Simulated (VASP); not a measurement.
# Si6F in VASP: single point with PBE+D3(BJ)

Aim: the single point of Si6F with PBE+D3(BJ).

Program: VASP 6.6.1. These are calculated values, not measurements. Logs are shortened: lines on timing, memory, paths and dates and some standing lists are left out, and cuts for length are marked.

### Step 1. The cell of the first run

The cell holds a slab with vacuum, 28 atoms: a = 7.667 Å, b = 7.667 Å, c = 28.656 Å, α = 90.00°, β = 90.00°, γ = 90.00°.

### Step 2. Single point, PBE+D3(BJ)

File INCAR:

```
PREC = Accurate ; ENCUT = 520
EDIFF = 1E-6 ; ISMEAR = 0
SIGMA = 0.05 ; LREAL = Auto
LASPH = T ; NELM = 100
ALGO = Normal ; ISIF = 2
LWAVE = F ; LCHARG = F
LDIPOL = T ; IDIPOL = 3
DIPOL = 0.5 0.5 0.424 ; GGA = PE
IVDW = 12 ; NBANDS = 82
```

File KPOINTS:

```
Automatic mesh
0
Gamma
  2 2 1
```

File POSCAR:

```
Si6F
1.0
    7.6671877233      0.0000000000      0.0000000000
    0.0000000000      7.6671877233      0.0000000000
    0.0000000000      0.0000000000     28.6559005398
Si F
24 4
Direct
    0.4065111020      0.2500000000      0.3316594426
    0.4065111020      0.7500000000      0.3316594426
    0.0934888980      0.2500000000      0.3316594426
    0.0934888980      0.7500000000      0.3316594426
    0.5000000000      0.5000000000      0.3789579076
    0.5000000000      0.0000000000      0.3789579076
    0.0000000000      0.5000000000      0.3789579076
    0.0000000000      0.0000000000      0.3789579076
    0.7493278433      0.5072548556      0.4221758766
    0.7503915365      0.0066304284      0.4224407100
    0.2490708557      0.5006823837      0.4297543892
    0.2513481470     -0.0000230888      0.4297382218
    0.7485670142      0.7568816481      0.4686677690
    0.7532166667      0.2572374876      0.4681286770
    0.2514661158      0.7501162685      0.4785251195
    0.2509843953      0.2503375691      0.4780602599
   -0.0138809486      0.7630259416      0.5203440294
   -0.0118840869      0.2357316792      0.5211496323
    0.5129420872      0.7348477449      0.5227542247
    0.5151007119      0.2639348868      0.5203094862
    0.9213307513     -0.0017191841      0.5711506272
    0.8804171129      0.4989638407      0.5510675454
    0.6265924703      0.0007352487      0.5490588674
    0.5798907184      0.4951130931      0.5723964245
    0.4838923508      0.2517534793      0.2792094405
    0.4843502372      0.7502955064      0.2792570411
    0.0150322608      0.2509477135      0.2793312227
    0.0156446794      0.7509863051      0.2792426469
```

Potentials or basis: VASP PAW PBE potentials, release 64 (Si, F).

Launch:

```sh
$ cat potpaw_PBE.64/Si/POTCAR potpaw_PBE.64/F/POTCAR > POTCAR
$ mpirun -np 1 vasp_std > vasp.out
```

OUTCAR:

```text
PREC = Accurate
   ENCUT = 520
   EDIFF = 1E-6
   ISMEAR = 0
   LREAL = Auto
   LASPH = T
   NELM = 100
   ISIF = 2
   GGA = PE
   IVDW = 12
 IVDW          = 12

 ion  position               nearest neighbor table
   1  0.407  0.250  0.332-  25 1.62   3 2.40   6 2.45   5 2.45
   2  0.407  0.750  0.332-  26 1.62   4 2.40   6 2.45   5 2.45
   3  0.093  0.250  0.332-  27 1.62   1 2.40   8 2.45   7 2.45
   4  0.093  0.750  0.332-  28 1.62   2 2.40   8 2.45   7 2.45
   5  0.500  0.500  0.379-   9 2.28  11 2.41   1 2.45   2 2.45
   6  0.500  0.000  0.379-  10 2.29  12 2.40   1 2.45   2 2.45
   7  0.000  0.500  0.379-   9 2.29  11 2.40   3 2.45   4 2.45
   8  0.000  0.000  0.379-  10 2.28  12 2.41   3 2.45   4 2.45
   9  0.749  0.507  0.422-   5 2.28   7 2.29  14 2.33  13 2.33
  10  0.750  0.007  0.422-   8 2.28   6 2.29  14 2.33  13 2.33
  11  0.249  0.501  0.430-  16 2.37  15 2.37   7 2.40   5 2.41
  12  0.251  1.000  0.430-  16 2.37  15 2.37   6 2.40   8 2.41
  13  0.749  0.757  0.469-  10 2.33   9 2.33  17 2.35  19 2.39  23 3.11
  14  0.753  0.257  0.468-  10 2.33   9 2.33  20 2.36  18 2.36
  15  0.251  0.750  0.479-  17 2.36  11 2.37  12 2.37  19 2.37
  16  0.251  0.250  0.478-  20 2.36  18 2.37  11 2.37  12 2.37
  17  0.986  0.763  0.520-  13 2.35  22 2.35  15 2.36  21 2.37
  18  0.988  0.236  0.521-  22 2.34  14 2.36  16 2.37  21 2.37
  19  0.513  0.735  0.523-  23 2.34  15 2.37  24 2.38  13 2.39
  20  0.515  0.264  0.520-  23 2.34  14 2.36  16 2.36  24 2.37
  21  0.921  0.998  0.571-  23 2.35  17 2.37  18 2.37
  22  0.880  0.499  0.551-  18 2.34  17 2.35  24 2.38
  23  0.627  0.001  0.549-  20 2.34  19 2.34  21 2.35  13 3.11
  24  0.580  0.495  0.572-  20 2.37  19 2.38  22 2.38
  25  0.484  0.252  0.279-   1 1.62
  26  0.484  0.750  0.279-   2 1.62
  27  0.015  0.251  0.279-   3 1.62
  28  0.016  0.751  0.279-   4 1.62

  LATTYP: Found a simple tetragonal cell.
 ALAT       =     7.6671877233
 C/A-ratio  =     3.7374721441

  Lattice vectors:

 A1 = (   7.6671877233,   0.0000000000,   0.0000000000)
 A2 = (   0.0000000000,   7.6671877233,   0.0000000000)
 A3 = (   0.0000000000,   0.0000000000,  28.6559005398)

Analysis of symmetry for initial positions (statically):
=====================================================================
 Subroutine PRICEL returns:
 Original cell was already a primitive cell.

 Routine SETGRP: Setting up the symmetry group for a
 simple tetragonal supercell.

 Subroutine GETGRP returns: Found  1 space group operations
 (whereof  1 operations were pure point group operations)
 out of a pool of 16 trial point group operations.

The static configuration has the point symmetry C_1 .

Analysis of symmetry for dynamics (positions and initial velocities):
=====================================================================
 Subroutine PRICEL returns:
 Original cell was already a primitive cell.

 Routine SETGRP: Setting up the symmetry group for a
 simple tetragonal supercell.

 Subroutine GETGRP returns: Found  1 space group operations
 (whereof  1 operations were pure point group operations)
 out of a pool of 16 trial point group operations.

The dynamic configuration has the point symmetry C_1 .

 Subroutine INISYM returns: Found  1 space group operations
 (whereof  1 operations are pure point group operations),
 and found     1 'primitive' translations

----------------------------------------------------------------------------------------

                                     Primitive cell

  volume of cell :    1684.5591

  direct lattice vectors                    reciprocal lattice vectors
     7.667187723  0.000000000  0.000000000     0.130425918  0.000000000  0.000000000
     0.000000000  7.667187723  0.000000000     0.000000000  0.130425918  0.000000000
     0.000000000  0.000000000 28.655900540     0.000000000  0.000000000  0.034896827

  length of vectors
     7.667187723  7.667187723 28.655900540     0.130425918  0.130425918  0.034896827

  position of ions in fractional coordinates (direct lattice)
     0.406511102  0.250000000  0.331659443
     0.406511102  0.750000000  0.331659443
     0.093488898  0.250000000  0.331659443
     0.093488898  0.750000000  0.331659443
     0.500000000  0.500000000  0.378957908
     0.500000000  0.000000000  0.378957908
[... 20 lines left out ...]
     0.015032261  0.250947713  0.279331223
     0.015644679  0.750986305  0.279242647

  ion indices of the primitive-cell ions
   primitive index   ion index
                 1           1
                 2           2
                 3           3
                 4           4
                 5           5
                 6           6
[... 20 lines left out ...]
                27          27
                28          28

----------------------------------------------------------------------------------------

 KPOINTS: Automatic mesh

Automatic generation of k-mesh.
 Grid dimensions read from file:
 generate k-points for:    2    2    1

 Generating k-lattice:

  Cartesian coordinates                     Fractional coordinates (reciprocal lattice)
     0.065212959  0.000000000  0.000000000     0.500000000  0.000000000  0.000000000
     0.000000000  0.065212959  0.000000000     0.000000000  0.500000000  0.000000000
     0.000000000  0.000000000  0.034896827     0.000000000  0.000000000  1.000000000

  Length of vectors
     0.065212959  0.065212959  0.034896827

  Shift w.r.t. Gamma in fractional coordinates (k-lattice)
     0.000000000  0.000000000  0.000000000

 Subroutine IBZKPT returns following result:
 ===========================================

 Found      4 irreducible k-points:

 Following reciprocal coordinates:
            Coordinates               Weight
  0.000000  0.000000  0.000000      1.000000
  0.500000  0.000000  0.000000      1.000000
  0.000000  0.500000  0.000000      1.000000
  0.500000  0.500000  0.000000      1.000000
   k-points           NKPTS =      4   k-points in BZ     NKDIM =      4   number of bands    NBANDS=     82
   number of dos      NEDOS =    301   number of ions     NIONS =     28
   total plane-waves  NPLWV = 777600
   dimension x,y,z NGX =    60 NGY =   60 NGZ =  216
   dimension x,y,z NGXF=   120 NGYF=  120 NGZF=  432
   ions per type =              24   4
   NGX,Y,Z   is equivalent  to a cutoff of  13.01, 13.01, 12.53 a.u.
   NGXF,Y,Z  is equivalent  to a cutoff of  26.02, 26.02, 25.06 a.u.
 SYSTEM =  unknown system
   PREC   = accura    normal or accurate (medium, high low for compatibility)
   ISTART =      0    job   : 0-new  1-cont  2-samecut
   ICHARG =      2    charge: 1-file 2-atom 10-const
   ISPIN  =      1    spin polarized calculation?
   LNONCOLLINEAR =      F non collinear calculations
   LSORBIT =      F    spin-orbit coupling
   LASPH  =      T    aspherical Exc in radial PAW
   ENCUT  =  520.0 eV  38.22 Ry    6.18 a.u.  14.26 14.26 53.28*2*pi/ulx,y,z
   NELM   =    100;   NELMIN=  2; NELMDL= -5     # of ELM steps
   EDIFF  = 0.1E-05   stopping-criterion for ELM
   LREAL  =      T    real-space projection
   EDIFFG = 0.1E-04   stopping-criterion for IOM
   NSW    =      0    number of steps for IOM
   IBRION =     -1    ionic relax: 0-MD 1-quasi-New 2-CG
   NFREE  =      0    steps in history (QN), initial steepest desc. (CG)
   ISIF   =      2    stress and relaxation
   ISYM   =      2    0-nonsym 1-usesym 2-fastsym
   POTIM  = 0.5000    time-step for ionic-motion
   TEBEG  =    0.0;   TEEND  =   0.0 temperature during run
   PSTRESS=    0.0 pullay stress
   NELECT =     124.0000    total number of electrons
   NUPDOWN=      -1.0000    fix difference up-down
   EMIN   =  10.00;   EMAX   =-10.00  energy-range for DOS
   EFERMI =   0.00;   METHOD = LEGACY
   ISMEAR =     0;   SIGMA  =   0.05  broadening in eV -4-tet -1-fermi 0-gaus
   EFERMI_NEDOS =   21; number of points for ismear=-14 and -15
   IALGO  =     38    algorithm
   IMIX   =      4    mixing-type and parameters
     AMIX     =   0.40;   BMIX     =  1.00
     AMIX_MAG =   1.60;   BMIX_MAG =  1.00
  volume/ion in A,a.u.               =      60.16       406.00
  Fermi-wavevector in a.u.,A,eV,Ry     =   0.686099  1.296539  6.404691  0.470732
  Thomas-Fermi vector in A             =   1.766230
   LORBIT       =      0    0 simple, 1 ext, 2 COOP (PROOUT), +10 PAW based schemes
   GGA     = PE    functional components
   LHFCALC =     F    Hartree Fock is set to
   AEXX    =    0.0000 exact exchange contribution
   IVDW    =    12    specifies the selected vdW correction
   LEPSILON=     F    determine dielectric tensor
   LRPA    =     F    only Hartree local field effects (RPA)
 non-spin polarized calculation
 Gauss-broadening in eV      SIGMA  =   0.05
  energy-cutoff  :      520.00
  volume of cell :     1684.56
 maximum number of plane-waves:     45436
 NGX is ok and might be reduce to    60
   NGX = 29   NGY = 29   NGZ =107

 number of electron     124.0000046 magnetization

 dipolmoment           0.000000      0.000000     -0.404505 electrons x Angstroem

 Free energy of the ion-electron system (eV)
  ---------------------------------------------------
  ext. energy  EPLUGINS =         0.00000000
  ---------------------------------------------------
  free energy    TOTEN  =      -144.91327695 eV

  energy without entropy =     -144.90281719  energy(sigma->0) =     -144.90804707

 E-fermi :  -2.0406     XC(G=0):  -3.4241

 val. band max:       -2.0680466886   @ k =   0.5000   0.0000   0.0000
 cond. band min:      -2.0131848858   @ k =   0.0000   0.0000   0.0000
 fundamental gap:      0.0548618029
 Fermi energy:        -2.0406351478

 k-point     1 :       0.0000    0.0000    0.0000
  band No.  band energies     occupation
      1     -26.9125      2.00000
      2     -26.8983      2.00000
      3     -26.8854      2.00000
      4     -26.8718      2.00000
      5     -13.8621      2.00000
      6     -12.8805      2.00000
[... 66 lines left out ...]
     73       0.0975      0.00000
     74       0.3485      0.00000
[... 229 lines left out ...]
     73       0.7940      0.00000
     74       0.8166      0.00000
 [bands above 74 left out]

------------------------ aborting loop because EDIFF is reached ----------------------------------------

 vacuum level on the upper side and lower side of the slab       (xc-potential included)        -0.724         0.511

 Edisp (eV)   -6.08211

 E8    (eV) :    -2.5865

  FORCE on cell =-STRESS in cart. coord.  units (eV):
  Direction    XX          YY          ZZ          XY          YZ          ZX
  --------------------------------------------------------------------------------------
  -------------------------------------------------------------------------------------
  Total      -6.34161    -3.16411    -5.51771     0.02570     0.12907    -0.00878
  in kB      -6.03148    -3.00937    -5.24787     0.02444     0.12276    -0.00835
  external pressure =       -4.76 kB  Pullay stress =        0.00 kB

 VOLUME and BASIS-vectors are now :
 -----------------------------------------------------------------------------
  energy-cutoff  :      520.00
  volume of cell :     1684.56
      direct lattice vectors                 reciprocal lattice vectors
     7.667187723  0.000000000  0.000000000     0.130425918  0.000000000  0.000000000
     0.000000000  7.667187723  0.000000000     0.000000000  0.130425918  0.000000000
     0.000000000  0.000000000 28.655900540     0.000000000  0.000000000  0.034896827

 POSITION                                       TOTAL-FORCE (eV/Angst)
 -----------------------------------------------------------------------------------
      3.11680      1.91680      9.50400         0.466568     -0.006445      1.291771
      3.11680      5.75039      9.50400         0.512328     -0.030103      1.293132
      0.71680      1.91680      9.50400        -0.506815     -0.018220      1.313634
      0.71680      5.75039      9.50400        -0.469287     -0.014350      1.288474
      3.83359      3.83359     10.85938        -1.519203      0.012383     -1.114007
      3.83359      0.00000     10.85938        -1.409645      0.028403     -1.120664
[... 20 lines left out ...]
      0.11526      1.92406      8.00449        -0.069886     -0.005027     -0.197222
      0.11995      5.75795      8.00195        -0.071647      0.008408     -0.190418
 -----------------------------------------------------------------------------------
    total drift:                                0.001060     -0.012313     -0.016182

  FREE ENERGIE OF THE ION-ELECTRON SYSTEM (eV)
  ---------------------------------------------------
  free  energy   TOTEN  =      -150.9953896357 eV

  energy  without entropy=     -150.9849298755  energy(sigma->0) =     -150.99015976

 vacuum level on the upper side and lower side of the slab         2.673         3.925
```

Wall time 29 min (1 thread of Intel Xeon Platinum 8259CL at 2.50GHz (Skylake/Cascade Lake), shared host); peak memory 1.5 GiB.

Results:

- Free energy: -150.9954 eV
- Largest force: 1.884 eV/Å
- Band gap on the k mesh: 0.05 eV (least direct gap 0.15 eV)
- Dispersion energy per atom: -0.217 eV

Forces in eV/Å, atoms in the order of the input:
```
Si   0.467 -0.006  1.292
Si   0.512 -0.030  1.293
Si  -0.507 -0.018  1.314
Si  -0.469 -0.014  1.288
Si  -1.519  0.012 -1.114
Si  -1.410  0.028 -1.121
Si   1.435  0.053 -1.121
Si   1.475 -0.013 -1.079
Si   0.001 -0.002 -0.048
Si   0.070 -0.044 -0.115
Si  -0.001 -0.004  0.023
Si   0.019 -0.003  0.031
Si  -0.133 -0.018  0.063
Si  -0.064  0.112  0.072
Si   0.013  0.000  0.031
Si  -0.026  0.000  0.023
Si   0.080 -0.072  0.255
Si   0.069  0.026  0.204
Si   0.071  0.013  0.032
Si   0.043 -0.050  0.133
Si  -0.062  0.051 -0.016
Si  -0.453 -0.018 -0.414
Si   0.132 -0.136 -0.224
Si   0.237  0.127 -0.028
F    0.081 -0.001 -0.195
F    0.078  0.004 -0.195
F   -0.070 -0.005 -0.197
F   -0.072  0.008 -0.190
```
